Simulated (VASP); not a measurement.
# Os (Fd-3m) in VASP: single point with LDA

Aim: the single point of Os with LDA.

All numbers are computed with VASP 6.6.1; they aren't measurements. Logs are shortened: lines on timing, memory, paths and dates and some standing lists are left out, and cuts for length are marked.

## Step 1: The cell of the first run

The structure is cubic, space group Fd-3m (No. 227). The conventional cell has a = 5.471 Å, b = 5.471 Å, c = 5.471 Å, α = 90.00°, β = 90.00°, γ = 90.00°. Within 3.1 Å of Os (site symmetry -43m) lie 4 Os at 2.37 Å.

This isn't the form of Os at room conditions, which is hcp.

## Step 2: Single point, LDA

Input file INCAR:

```
SYSTEM = Os
  PREC = Accurate
  ENCUT = 560
  EDIFF = 1E-6
  ISMEAR = 0
  SIGMA = 0.1
  LREAL = .FALSE.
  LASPH = .TRUE.
  NELM = 120
  ALGO = Normal
  ISIF = 2
  LWAVE = .FALSE.
  LCHARG = .FALSE.
  NBANDS = 23
  GGA_COMPAT = .FALSE.
```

Input file KPOINTS:

```
Automatic mesh
0
G
  7 7 7
  0 0 0
```

Input file POSCAR:

```
Os
1.0
    0.0000000000      2.7356171344      2.7356171344
    2.7356171344      0.0000000000      2.7356171344
    2.7356171344      2.7356171344      0.0000000000
Os
2
Direct
    1.0000000000      1.0000000000      1.0000000000
    0.2500000000      0.2500000000      0.2500000000
```

Potentials or basis: VASP PAW LDA potentials, release 64 (Os_sv_GW).

Run with:

```bash
$ cat potpaw_LDA.64/Os_sv_GW/POTCAR > POTCAR
$ mpirun -np 1 vasp_std > vasp.out
```

OUTCAR:

```text
SYSTEM = Os
   PREC = Accurate
   ENCUT = 560
   EDIFF = 1E-6
   ISMEAR = 0
   LREAL = .FALSE.
   LASPH = .TRUE.
   NELM = 120
   ISIF = 2

 ion  position               nearest neighbor table
   1  0.000  0.000  0.000-   2 2.37   2 2.37   2 2.37   2 2.37
   2  0.250  0.250  0.250-   1 2.37   1 2.37   1 2.37   1 2.37

  LATTYP: Found a face centered cubic cell.
 ALAT       =     5.4712342688

  Lattice vectors:

 A1 = (   0.0000000000,   2.7356171344,   2.7356171344)
 A2 = (   2.7356171344,   0.0000000000,   2.7356171344)
 A3 = (   2.7356171344,   2.7356171344,   0.0000000000)

Analysis of symmetry for initial positions (statically):
=====================================================================
 Subroutine PRICEL returns:
 Original cell was already a primitive cell.

 Routine SETGRP: Setting up the symmetry group for a
 face centered cubic supercell.

 Subroutine GETGRP returns: Found 48 space group operations
 (whereof 24 operations were pure point group operations)
 out of a pool of 48 trial point group operations.

The static configuration has the point symmetry T_d .
 The point group associated with its full space group is O_h .

Analysis of symmetry for dynamics (positions and initial velocities):
=====================================================================
 Subroutine PRICEL returns:
 Original cell was already a primitive cell.

 Routine SETGRP: Setting up the symmetry group for a
 face centered cubic supercell.

 Subroutine GETGRP returns: Found 48 space group operations
 (whereof 24 operations were pure point group operations)
 out of a pool of 48 trial point group operations.

The dynamic configuration has the point symmetry T_d .
 The point group associated with its full space group is O_h .

 Subroutine INISYM returns: Found 48 space group operations
 (whereof 24 operations are pure point group operations),
 and found     1 'primitive' translations

----------------------------------------------------------------------------------------

                                     Primitive cell

  volume of cell :      40.9445

  direct lattice vectors                    reciprocal lattice vectors
     0.000000000  2.735617134  2.735617134    -0.182774115  0.182774115  0.182774115
     2.735617134  0.000000000  2.735617134     0.182774115 -0.182774115  0.182774115
     2.735617134  2.735617134  0.000000000     0.182774115  0.182774115 -0.182774115

  length of vectors
     3.868746853  3.868746853  3.868746853     0.316574053  0.316574053  0.316574053

  position of ions in fractional coordinates (direct lattice)
     0.000000000  0.000000000  0.000000000
     0.250000000  0.250000000  0.250000000

  ion indices of the primitive-cell ions
   primitive index   ion index
                 1           1
                 2           2

----------------------------------------------------------------------------------------

 KPOINTS: Automatic mesh

Automatic generation of k-mesh.
 Grid dimensions read from file:
 generate k-points for:    7    7    7

 Generating k-lattice:

  Cartesian coordinates                     Fractional coordinates (reciprocal lattice)
    -0.026110588  0.026110588  0.026110588     0.142857143  0.000000000  0.000000000
     0.026110588 -0.026110588  0.026110588     0.000000000  0.142857143  0.000000000
     0.026110588  0.026110588 -0.026110588     0.000000000  0.000000000  0.142857143

  Length of vectors
     0.045224865  0.045224865  0.045224865

  Shift w.r.t. Gamma in fractional coordinates (k-lattice)
     0.000000000  0.000000000  0.000000000

 Subroutine IBZKPT returns following result:
 ===========================================

 Found     20 irreducible k-points:

 Following reciprocal coordinates:
            Coordinates               Weight
  0.000000  0.000000  0.000000      1.000000
  0.142857  0.000000  0.000000      8.000000
  0.285714  0.000000  0.000000      8.000000
  0.428571  0.000000  0.000000      8.000000
  0.142857  0.142857  0.000000      6.000000
  0.285714  0.142857  0.000000     24.000000
[... 12 lines left out ...]
 -0.428571  0.428571  0.142857     24.000000
 -0.285714  0.428571  0.142857     24.000000
   k-points           NKPTS =     20   k-points in BZ     NKDIM =     20   number of bands    NBANDS=     23
   number of dos      NEDOS =    301   number of ions     NIONS =      2
   total plane-waves  NPLWV =  27000
   dimension x,y,z NGX =    30 NGY =   30 NGZ =   30
   dimension x,y,z NGXF=    60 NGYF=   60 NGZF=   60
   ions per type =               2
   NGX,Y,Z   is equivalent  to a cutoff of  12.89, 12.89, 12.89 a.u.
   NGXF,Y,Z  is equivalent  to a cutoff of  25.78, 25.78, 25.78 a.u.
 SYSTEM =  Os
   PREC   = accura    normal or accurate (medium, high low for compatibility)
   ISTART =      0    job   : 0-new  1-cont  2-samecut
   ICHARG =      2    charge: 1-file 2-atom 10-const
   ISPIN  =      1    spin polarized calculation?
   LNONCOLLINEAR =      F non collinear calculations
   LSORBIT =      F    spin-orbit coupling
   LASPH  =      T    aspherical Exc in radial PAW
   ENCUT  =  560.0 eV  41.16 Ry    6.42 a.u.   7.46  7.46  7.46*2*pi/ulx,y,z
   NELM   =    120;   NELMIN=  2; NELMDL= -5     # of ELM steps
   EDIFF  = 0.1E-05   stopping-criterion for ELM
   LREAL  =      F    real-space projection
   EDIFFG = 0.1E-04   stopping-criterion for IOM
   NSW    =      0    number of steps for IOM
   IBRION =     -1    ionic relax: 0-MD 1-quasi-New 2-CG
   NFREE  =      0    steps in history (QN), initial steepest desc. (CG)
   ISIF   =      2    stress and relaxation
   ISYM   =      2    0-nonsym 1-usesym 2-fastsym
   POTIM  = 0.5000    time-step for ionic-motion
   TEBEG  =    0.0;   TEEND  =   0.0 temperature during run
   PSTRESS=    0.0 pullay stress
   NELECT =      32.0000    total number of electrons
   NUPDOWN=      -1.0000    fix difference up-down
   EMIN   =  10.00;   EMAX   =-10.00  energy-range for DOS
   EFERMI =   0.00;   METHOD = LEGACY
   ISMEAR =     0;   SIGMA  =   0.10  broadening in eV -4-tet -1-fermi 0-gaus
   EFERMI_NEDOS =   21; number of points for ismear=-14 and -15
   IALGO  =     38    algorithm
   IMIX   =      4    mixing-type and parameters
     AMIX     =   0.40;   BMIX     =  1.00
     AMIX_MAG =   1.60;   BMIX_MAG =  1.00
  volume/ion in A,a.u.               =      20.47       138.15
  Fermi-wavevector in a.u.,A,eV,Ry     =   1.507970  2.849651 30.939308  2.273975
  Thomas-Fermi vector in A             =   2.618486
   LORBIT       =      0    0 simple, 1 ext, 2 COOP (PROOUT), +10 PAW based schemes
   GGA     = CA    functional components
   LHFCALC =     F    Hartree Fock is set to
   AEXX    =    0.0000 exact exchange contribution
   IVDW    =     0    specifies the selected vdW correction
   LEPSILON=     F    determine dielectric tensor
   LRPA    =     F    only Hartree local field effects (RPA)
 non-spin polarized calculation
 Gauss-broadening in eV      SIGMA  =   0.10
  energy-cutoff  :      560.00
  volume of cell :       40.94
 maximum number of plane-waves:      1248
 NGX is ok and might be reduce to    30
   NGX = 15   NGY = 15   NGZ = 15

 number of electron      32.0000003 magnetization

 Free energy of the ion-electron system (eV)
  ---------------------------------------------------
  ext. energy  EPLUGINS =         0.00000000
  ---------------------------------------------------
  free energy    TOTEN  =       -24.60040858 eV

  energy without entropy =      -24.59372391  energy(sigma->0) =      -24.59706624

 E-fermi :   7.4639     XC(G=0): -12.1095

 val. band max:        7.3791827832   @ k =  -0.1429   0.1429   0.0000
 cond. band min:       7.5108997507   @ k =   0.2857   0.1429   0.0000
 fundamental gap:      0.1317169676
 Fermi energy:         7.4638538821

 k-point     1 :       0.0000    0.0000    0.0000
  band No.  band energies     occupation
      1     -78.4170      2.00000
      2     -78.0656      2.00000
      3     -38.4109      2.00000
      4     -38.4109      2.00000
      5     -38.4109      2.00000
      6     -37.4279      2.00000
[... 15 lines left out ...]
     22      20.2660      0.00000
     23      20.2660      0.00000

 k-point     2 :       0.1429    0.0000    0.0000
  band No.  band energies     occupation
      1     -78.4044      2.00000
      2     -78.0788      2.00000
      3     -38.4322      2.00000
      4     -38.4322      2.00000
      5     -38.4059      2.00000
      6     -37.4346      2.00000
[... 15 lines left out ...]
     22      20.2141      0.00000
     23      20.2141      0.00000

 k-point     3 :       0.2857    0.0000    0.0000
  band No.  band energies     occupation
      1     -78.3715      2.00000
      2     -78.1127      2.00000
      3     -38.4769      2.00000
      4     -38.4769      2.00000
      5     -38.3950      2.00000
      6     -37.4483      2.00000
[... 15 lines left out ...]
     22      18.8394      0.00000
     23      18.8394      0.00000

 k-point     4 :       0.4286    0.0000    0.0000
  band No.  band energies     occupation
      1     -78.3365      2.00000
      2     -78.1483      2.00000
      3     -38.5105      2.00000
      4     -38.5105      2.00000
      5     -38.3865      2.00000
      6     -37.4582      2.00000
[... 15 lines left out ...]
     22      17.8193      0.00000
     23      17.8193      0.00000

 k-point     5 :       0.1429    0.1429    0.0000
  band No.  band energies     occupation
      1     -78.3999      2.00000
      2     -78.0831      2.00000
      3     -38.4567      2.00000
      4     -38.4567      2.00000
      5     -38.3633      2.00000
      6     -37.4789      2.00000
[... 15 lines left out ...]
     22      18.7420      0.00000
     23      19.4509      0.00000

 k-point     6 :       0.2857    0.1429    0.0000
  band No.  band energies     occupation
      1     -78.3725      2.00000
      2     -78.1114      2.00000
      3     -38.5054      2.00000
      4     -38.5020      2.00000
      5     -38.3207      2.00000
      6     -37.5239      2.00000
[... 15 lines left out ...]
     22      17.5752      0.00000
     23      18.2726      0.00000

 k-point     7 :       0.4286    0.1429    0.0000
  band No.  band energies     occupation
      1     -78.3351      2.00000
      2     -78.1498      2.00000
      3     -38.5569      2.00000
      4     -38.5332      2.00000
      5     -38.2869      2.00000
      6     -37.5577      2.00000
[... 249 lines left out ...]
     22      12.5033      0.00000
     23      18.9913      0.00000

 k-point    17 :       0.4286    0.2857    0.1429
  band No.  band energies     occupation
      1     -78.3412      2.00000
      2     -78.1438      2.00000
      3     -38.5750      2.00000
      4     -38.5300      2.00000
      5     -38.2427      2.00000
      6     -37.6038      2.00000
[... 15 lines left out ...]
     22      16.1936      0.00000
     23      18.9530      0.00000

 k-point    18 :      -0.4286    0.2857    0.1429
  band No.  band energies     occupation
      1     -78.3047      2.00000
      2     -78.1805      2.00000
      3     -38.6155      2.00000
      4     -38.5604      2.00000
      5     -38.1700      2.00000
      6     -37.6753      2.00000
[... 15 lines left out ...]
     22      14.7980      0.00000
     23      19.3952      0.00000

 k-point    19 :      -0.4286    0.4286    0.1429
  band No.  band energies     occupation
      1     -78.2779      2.00000
      2     -78.2077      2.00000
      3     -38.6215      2.00000
      4     -38.6048      2.00000
      5     -38.0396      2.00000
      6     -37.8108      2.00000
[... 15 lines left out ...]
     22      12.5861      0.00000
     23      19.7794      0.00000

 k-point    20 :      -0.2857    0.4286    0.1429
  band No.  band energies     occupation
      1     -78.2671      2.00000
      2     -78.2186      2.00000
      3     -38.6354      2.00000
      4     -38.5977      2.00000
      5     -38.0276      2.00000
      6     -37.8194      2.00000
[... 15 lines left out ...]
     22      12.8794      0.00000
     23      20.4504      0.00000

------------------------ aborting loop because EDIFF is reached ----------------------------------------

  FORCE on cell =-STRESS in cart. coord.  units (eV):
  Direction    XX          YY          ZZ          XY          YZ          ZX
  --------------------------------------------------------------------------------------
  -------------------------------------------------------------------------------------
  Total        0.0822896      0.0822896      0.0822896     -0.0000000     -0.0000000     -0.0000000
  in kB        3.2200267      3.2200267      3.2200267     -0.0000000     -0.0000000     -0.0000000
  external PRESSURE =       3.2200267 kB  Pullay stress =       0.0000000 kB

 VOLUME and BASIS-vectors are now :
 -----------------------------------------------------------------------------
  energy-cutoff  :      560.00
  volume of cell :       40.94
      direct lattice vectors                 reciprocal lattice vectors
     0.000000000  2.735617134  2.735617134    -0.182774115  0.182774115  0.182774115
     2.735617134  0.000000000  2.735617134     0.182774115 -0.182774115  0.182774115
     2.735617134  2.735617134  0.000000000     0.182774115  0.182774115 -0.182774115

 POSITION                                       TOTAL-FORCE (eV/Angst)
 -----------------------------------------------------------------------------------
      0.00000      0.00000      0.00000         0.000000      0.000000      0.000000
      1.36781      1.36781      1.36781        -0.000000     -0.000000     -0.000000
 -----------------------------------------------------------------------------------
    total drift:                                0.000000     -0.000000      0.000000

  FREE ENERGIE OF THE ION-ELECTRON SYSTEM (eV)
  ---------------------------------------------------
  free  energy   TOTEN  =       -24.6004085815 eV

  energy  without entropy=      -24.5937239066  energy(sigma->0) =      -24.59706624
```

It took 8 s on 1 thread of AMD EPYC 9R45 (Zen 5), shared host; peak memory 0.13 GiB.

Results:

```yaml
Free_energy: -24.6004 eV
Pressure: 0.3 GPa
Band_gap_on_the_k_mesh: zero (bands 16 and 17 overlap by 1.06 eV)
```

Caveat: spin-orbit coupling is left out, which moves the levels of the heavy elements.

The gap in the log of VASP goes by the Fermi energy; the results here count the filled bands.